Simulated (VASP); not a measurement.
# CoSi2 (Cm) in VASP: notebook

CoSi2 is run at these levels: PBE; tasks: single point.

Program: VASP 6.6.1. These are calculated values, not measurements. Logs are shortened: lines on timing, memory, paths and dates and some standing lists are left out, and cuts for length are marked.

## 1. The cell of the first run

The structure is monoclinic, space group Cm (No. 8). The conventional cell has a = 5.360 Å, b = 5.360 Å, c = 3.790 Å, α = 90.00°, β = 135.00°, γ = 90.00°. Co (site symmetry m) has 8 Si at 2.23 to 2.41 Å within 3.0 Å. Within 3.0 Å of Si (site symmetry 1) lie 4 Co at 2.23 to 2.41 Å and 6 Si at 2.60 to 2.76 Å.

## 2. Single point, PBE (atoms displaced along several vibrational modes)

File INCAR:

```
  ALGO = Normal
  EDIFF = 1E-7
  ENCUT = 520
  GGA = PE
  ISIF = 2
  ISMEAR = 0
  LASPH = True
  LCHARG = True
  LELF = True
  LREAL = False
  LVHAR = True
  LWAVE = False
  NBANDS = 16
  NELM = 100
  PREC = Accurate
  SIGMA = 0.15
```

File KPOINTS:

```
k-points
0
Gamma
  12 12 12
```

File POSCAR:

```
CoSi2
1.0
    0.0000000000      2.6801763726      2.6801763726
    2.6801763726      0.0000000000      2.6801763726
    2.6801763726      2.6801763726      0.0000000000
Co Si
1 2
Direct
   -0.0104017627      0.0104017627     -0.0104017627
    0.2685622112      0.2314377888      0.2532647105
    0.7532647105      0.7467352895      0.7685622112
```

Potentials or basis: VASP PAW PBE potentials, release 64 (Co, Si).

The run is started by

```console
> cat potpaw_PBE.64/Co/POTCAR potpaw_PBE.64/Si/POTCAR > POTCAR
> mpirun -np 1 vasp_std > vasp.out
```

OUTCAR:

```text
EDIFF = 1E-7
   ENCUT = 520
   GGA = PE
   ISIF = 2
   ISMEAR = 0
   LASPH = True
   LREAL = False
   NELM = 100
   PREC = Accurate

 ion  position               nearest neighbor table
   1  0.990  0.010  0.990-   3 2.23   2 2.23   2 2.28   3 2.28   2 2.37   3 2.37   2 2.41   3 2.41

   2  0.269  0.231  0.253-   1 2.23   1 2.28   1 2.37   1 2.41   3 2.60   3 2.68   3 2.68   3 2.68
                             3 2.68   3 2.76
   3  0.753  0.747  0.769-   1 2.23   1 2.28   1 2.37   1 2.41   2 2.60   2 2.68   2 2.68   2 2.68
                             2 2.68   2 2.76

  LATTYP: Found a face centered cubic cell.
 ALAT       =     5.3603527452

  Lattice vectors:

 A1 = (   0.0000000000,   2.6801763726,   2.6801763726)
 A2 = (   2.6801763726,   0.0000000000,   2.6801763726)
 A3 = (   2.6801763726,   2.6801763726,   0.0000000000)

Analysis of symmetry for initial positions (statically):
=====================================================================
 Subroutine PRICEL returns:
 Original cell was already a primitive cell.

 Routine SETGRP: Setting up the symmetry group for a
 face centered cubic supercell.

 Subroutine GETGRP returns: Found  2 space group operations
 (whereof  2 operations were pure point group operations)
 out of a pool of 48 trial point group operations.

The static configuration has the point symmetry C_1h.

Analysis of symmetry for dynamics (positions and initial velocities):
=====================================================================
 Subroutine PRICEL returns:
 Original cell was already a primitive cell.

 Routine SETGRP: Setting up the symmetry group for a
 face centered cubic supercell.

 Subroutine GETGRP returns: Found  2 space group operations
 (whereof  2 operations were pure point group operations)
 out of a pool of 48 trial point group operations.

The dynamic configuration has the point symmetry C_1h.

 Subroutine INISYM returns: Found  2 space group operations
 (whereof  2 operations are pure point group operations),
 and found     1 'primitive' translations

----------------------------------------------------------------------------------------

                                     Primitive cell

  volume of cell :      38.5053

  direct lattice vectors                    reciprocal lattice vectors
     0.000000000  2.680176373  2.680176373    -0.186554887  0.186554887  0.186554887
     2.680176373  0.000000000  2.680176373     0.186554887 -0.186554887  0.186554887
     2.680176373  2.680176373  0.000000000     0.186554887  0.186554887 -0.186554887

  length of vectors
     3.790341776  3.790341776  3.790341776     0.323122542  0.323122542  0.323122542

  position of ions in fractional coordinates (direct lattice)
     0.989598237  0.010401763  0.989598237
     0.268562211  0.231437789  0.253264710
     0.753264710  0.746735290  0.768562211

  ion indices of the primitive-cell ions
   primitive index   ion index
                 1           1
                 2           2
                 3           3

----------------------------------------------------------------------------------------

 KPOINTS: k-points

Automatic generation of k-mesh.
 Grid dimensions read from file:
 generate k-points for:   12   12   12

 Generating k-lattice:

  Cartesian coordinates                     Fractional coordinates (reciprocal lattice)
    -0.015546241  0.015546241  0.015546241     0.083333333  0.000000000  0.000000000
     0.015546241 -0.015546241  0.015546241     0.000000000  0.083333333  0.000000000
     0.015546241  0.015546241 -0.015546241     0.000000000  0.000000000  0.083333333

  Length of vectors
     0.026926879  0.026926879  0.026926879

  Shift w.r.t. Gamma in fractional coordinates (k-lattice)
     0.000000000  0.000000000  0.000000000

 Subroutine IBZKPT returns following result:
 ===========================================

 Found    476 irreducible k-points:

 Following reciprocal coordinates:
            Coordinates               Weight
  0.000000  0.000000  0.000000      1.000000
  0.083333  0.000000  0.000000      4.000000
  0.000000  0.083333  0.000000      4.000000
  0.166667  0.000000  0.000000      4.000000
  0.000000  0.166667  0.000000      4.000000
  0.250000  0.000000  0.000000      4.000000
[... 16 lines left out ...]
  0.250000  0.083333  0.000000      4.000000
  0.000000  0.250000  0.083333      4.000000
 [... further k-points ...]
   k-points           NKPTS =    476   k-points in BZ     NKDIM =    476   number of bands    NBANDS=     16
   number of dos      NEDOS =    301   number of ions     NIONS =      3
   total plane-waves  NPLWV =  21952
   dimension x,y,z NGX =    28 NGY =   28 NGZ =   28
   dimension x,y,z NGXF=    56 NGYF=   56 NGZF=   56
   ions per type =               1   2
   NGX,Y,Z   is equivalent  to a cutoff of  12.28, 12.28, 12.28 a.u.
   NGXF,Y,Z  is equivalent  to a cutoff of  24.56, 24.56, 24.56 a.u.
 SYSTEM =  unknown system
   PREC   = accura    normal or accurate (medium, high low for compatibility)
   ISTART =      0    job   : 0-new  1-cont  2-samecut
   ICHARG =      2    charge: 1-file 2-atom 10-const
   ISPIN  =      1    spin polarized calculation?
   LNONCOLLINEAR =      F non collinear calculations
   LSORBIT =      F    spin-orbit coupling
   LASPH  =      T    aspherical Exc in radial PAW
   ENCUT  =  520.0 eV  38.22 Ry    6.18 a.u.   7.05  7.05  7.05*2*pi/ulx,y,z
   NELM   =    100;   NELMIN=  2; NELMDL= -5     # of ELM steps
   EDIFF  = 0.1E-06   stopping-criterion for ELM
   LREAL  =      F    real-space projection
   EDIFFG = 0.1E-05   stopping-criterion for IOM
   NSW    =      0    number of steps for IOM
   IBRION =     -1    ionic relax: 0-MD 1-quasi-New 2-CG
   NFREE  =      0    steps in history (QN), initial steepest desc. (CG)
   ISIF   =      2    stress and relaxation
   ISYM   =      2    0-nonsym 1-usesym 2-fastsym
   POTIM  = 0.5000    time-step for ionic-motion
   TEBEG  =    0.0;   TEEND  =   0.0 temperature during run
   PSTRESS=    0.0 pullay stress
   NELECT =      17.0000    total number of electrons
   NUPDOWN=      -1.0000    fix difference up-down
   EMIN   =  10.00;   EMAX   =-10.00  energy-range for DOS
   EFERMI =   0.00;   METHOD = LEGACY
   ISMEAR =     0;   SIGMA  =   0.15  broadening in eV -4-tet -1-fermi 0-gaus
   EFERMI_NEDOS =   21; number of points for ismear=-14 and -15
   IALGO  =     38    algorithm
   IMIX   =      4    mixing-type and parameters
     AMIX     =   0.40;   BMIX     =  1.00
     AMIX_MAG =   1.60;   BMIX_MAG =  1.00
  volume/ion in A,a.u.               =      12.84        86.62
  Fermi-wavevector in a.u.,A,eV,Ry     =   1.246573  2.355682 21.142700  1.553945
  Thomas-Fermi vector in A             =   2.380744
   LORBIT       =      0    0 simple, 1 ext, 2 COOP (PROOUT), +10 PAW based schemes
   GGA     = PE    functional components
   LHFCALC =     F    Hartree Fock is set to
   AEXX    =    0.0000 exact exchange contribution
   IVDW    =     0    specifies the selected vdW correction
   LEPSILON=     F    determine dielectric tensor
   LRPA    =     F    only Hartree local field effects (RPA)
 non-spin polarized calculation
 Gauss-broadening in eV      SIGMA  =   0.15
  energy-cutoff  :      520.00
  volume of cell :       38.51
 maximum number of plane-waves:      1056
   NGX = 15   NGY = 15   NGZ = 15

 number of electron      17.0000001 magnetization

 Free energy of the ion-electron system (eV)
  ---------------------------------------------------
  ext. energy  EPLUGINS =         0.00000000
  ---------------------------------------------------
  free energy    TOTEN  =       -19.20617551 eV

  energy without entropy =      -19.19491013  energy(sigma->0) =      -19.20054282

 E-fermi :  10.0583     XC(G=0): -11.7321

 val. band max:       10.0558062733   @ k =   0.2500   0.0833   0.4167
 cond. band min:      10.0601144161   @ k =  -0.3333  -0.0833  -0.0833
 fundamental gap:      0.0043081428
 Fermi energy:        10.0583328220

 k-point     1 :       0.0000    0.0000    0.0000
  band No.  band energies     occupation
      1      -3.0498      2.00000
      2       5.9352      2.00000
      3       5.9798      2.00000
      4       6.0380      2.00000
      5       8.1369      2.00000
      6       8.1499      2.00000
[... 8 lines left out ...]
     15      15.7587      0.00000
     16      15.9673      0.00000

 k-point     2 :       0.0833    0.0000    0.0000
  band No.  band energies     occupation
      1      -2.9440      2.00000
      2       5.6892      2.00000
      3       6.0113      2.00000
      4       6.0759      2.00000
      5       8.1017      2.00000
      6       8.1148      2.00000
[... 8 lines left out ...]
     15      15.4730      0.00000
     16      15.7862      0.00000

 k-point     3 :       0.0000    0.0833    0.0000
  band No.  band energies     occupation
      1      -2.9452      2.00000
      2       5.7425      2.00000
      3       5.9784      2.00000
      4       6.0336      2.00000
      5       8.1080      2.00000
      6       8.1221      2.00000
[... 8 lines left out ...]
     15      15.5195      0.00000
     16      15.7260      0.00000

 k-point     4 :       0.1667    0.0000    0.0000
  band No.  band energies     occupation
      1      -2.6287      2.00000
      2       5.0028      2.00000
      3       6.1336      2.00000
      4       6.1776      2.00000
      5       8.0207      2.00000
      6       8.0368      2.00000
[... 8 lines left out ...]
     15      15.7182      0.00000
     16      16.3815      0.00000
[... 324 lines left out ...]
 k-point    22 :       0.0833   -0.0833   -0.0833
  band No.  band energies     occupation
      1      -2.6648      2.00000
      2       5.2233      2.00000
      3       6.0580      2.00000
      4       6.0851      2.00000
      5       7.8555      2.00000
      6       8.1875      2.00000
[... 8 lines left out ...]
     15      16.1773      0.00000
     16      16.4969      0.00000

 k-point    23 :       0.2500    0.0833    0.0000
  band No.  band energies     occupation
      1      -2.2124      2.00000
      2       4.3793      2.00000
      3       6.1584      2.00000
      4       6.2902      2.00000
      5       7.6809      2.00000
      6       8.1779      2.00000
[... 8 lines left out ...]
     15      17.3248      0.00000
     16      17.7192      0.00000

 k-point    24 :       0.0000    0.2500    0.0833
  band No.  band energies     occupation
      1      -2.2200      2.00000
      2       4.3984      2.00000
      3       6.0926      2.00000
      4       6.2170      2.00000
      5       7.7464      2.00000
      6       8.1974      2.00000
[... 8 lines left out ...]
     15      17.3357      0.00000
     16      17.7407      0.00000

 [... further k-points ...]

------------------------ aborting loop because EDIFF is reached ----------------------------------------

  FORCE on cell =-STRESS in cart. coord.  units (eV):
  Direction    XX          YY          ZZ          XY          YZ          ZX
  --------------------------------------------------------------------------------------
  -------------------------------------------------------------------------------------
  Total        0.3673125      0.1467019      0.2905320      0.0000000      0.7389152      0.0000000
  in kB       15.2836175      6.1041655     12.0888364      0.0000000     30.7457488      0.0000000
  external PRESSURE =      11.1588732 kB  Pullay stress =       0.0000000 kB

 VOLUME and BASIS-vectors are now :
 -----------------------------------------------------------------------------
  energy-cutoff  :      520.00
  volume of cell :       38.51
      direct lattice vectors                 reciprocal lattice vectors
     0.000000000  2.680176373  2.680176373    -0.186554887  0.186554887  0.186554887
     2.680176373  0.000000000  2.680176373     0.186554887 -0.186554887  0.186554887
     2.680176373  2.680176373  0.000000000     0.186554887  0.186554887 -0.186554887

 POSITION                                       TOTAL-FORCE (eV/Angst)
 -----------------------------------------------------------------------------------
      2.68018      5.30460      2.68018         0.000000      1.332488      0.199946
      1.29909      1.39859      1.34009         0.461323     -0.666244     -0.099973
      4.06126      4.07876      4.02026        -0.461323     -0.666244     -0.099973
 -----------------------------------------------------------------------------------
    total drift:                               -0.000001     -0.000039     -0.000005

  FREE ENERGIE OF THE ION-ELECTRON SYSTEM (eV)
  ---------------------------------------------------
  free  energy   TOTEN  =       -19.2061755088 eV

  energy  without entropy=      -19.1949101251  energy(sigma->0) =      -19.20054282
```

It took 3.6 min on 1 thread of AMD EPYC 7R13 (Zen 3), shared host; peak memory 0.36 GiB.

What came out:

* Free energy: -19.2062 eV
* Pressure: 1.1 GPa
* Largest force: 1.347 eV/Å
* Band gap on the k mesh: zero (an odd number of electrons rules out a gap without spin polarisation)

Forces on the atoms (eV/Å):
```
Co   0.000  1.332  0.200
Si   0.461 -0.666 -0.100
Si  -0.461 -0.666 -0.100
```

Caveat: the cell differs from its parent crystal (atoms displaced along several vibrational modes); an odd number of electrons without spin polarisation forces a metal; a magnetic or distorted state may lie lower. Spin polarisation is off, so any magnetic state and its effect on volume and gap are missing.

## 3. Single point, PBE (atoms displaced along several vibrational modes)

File INCAR:

```
PREC = Accurate ; ENCUT = 520
EDIFF = 1E-7 ; ISMEAR = 0
SIGMA = 0.15 ; LREAL = F
LASPH = T ; NELM = 80
ALGO = Normal ; ISIF = 2
LWAVE = F ; LCHARG = F
GGA = PE ; NBANDS = 16
```

File KPOINTS:

```
Automatic mesh
0
Gamma
  12 12 12
```

File POSCAR:

```
CoSi2
1.0
    0.0000000000      2.6801763726      2.6801763726
    2.6801763726      0.0000000000      2.6801763726
    2.6801763726      2.6801763726      0.0000000000
Co Si
1 2
Direct
   -0.0051919909      0.0051919909     -0.0051919909
    0.2707449034      0.2292550966      0.2401499020
    0.7401499020      0.7598500980      0.7707449034
```

Potentials or basis: VASP PAW PBE potentials, release 64 (Co, Si).

The run is started by

```console
> cat potpaw_PBE.64/Co/POTCAR potpaw_PBE.64/Si/POTCAR > POTCAR
> mpirun -np 1 vasp_std > vasp.out
```

Wall time 3.5 min (1 thread of AMD EPYC 7R13 (Zen 3), shared host); peak memory 0.36 GiB.

Results (log left out):

* Free energy: -19.2064 eV
* Pressure: 1.1 GPa
* Largest force: 1.003 eV/Å
* Band gap on the k mesh: zero (an odd number of electrons rules out a gap without spin polarisation)

Forces in eV/Å, atoms in the order of the input:
```
Co   0.000  0.673  0.197
Si   0.940 -0.337 -0.099
Si  -0.940 -0.337 -0.099
```

Stress tensor (GPa, compression positive):
```
2.12 0.00 0.00
0.00 0.57 6.02
0.00 6.02 0.72
```

Levels at points of the mesh, in eV from the Fermi level:
```tsv
k point	band 6	band 7	band 8	band 9	band 10	band 11	band 12	band 13
(0.00, 0.00, 0.00)	-1.88	0.70	2.94	3.26	3.28	3.43	3.58	3.63
(0.50, 0.00, 0.00)	-1.75	-1.63	-1.00	-0.26	2.76	3.26	3.72	4.32
(0.00, 0.50, 0.00)	-1.67	-1.53	-0.69	0.09	2.43	3.09	3.58	4.27
(0.50, 0.50, 0.00)	-2.23	-1.97	-1.72	-1.33	1.54	2.86	8.55	9.60
(0.00, 0.50, 0.50)	-2.10	-1.90	-1.83	-1.36	1.52	2.91	8.58	9.42
(0.50, 0.00, 0.50)	-2.23	-1.95	-1.71	-1.33	1.54	2.86	8.56	9.60
```

Caveat: the cell differs from its parent crystal (atoms displaced along several vibrational modes); an odd number of electrons without spin polarisation forces a metal; a magnetic or distorted state may lie lower.
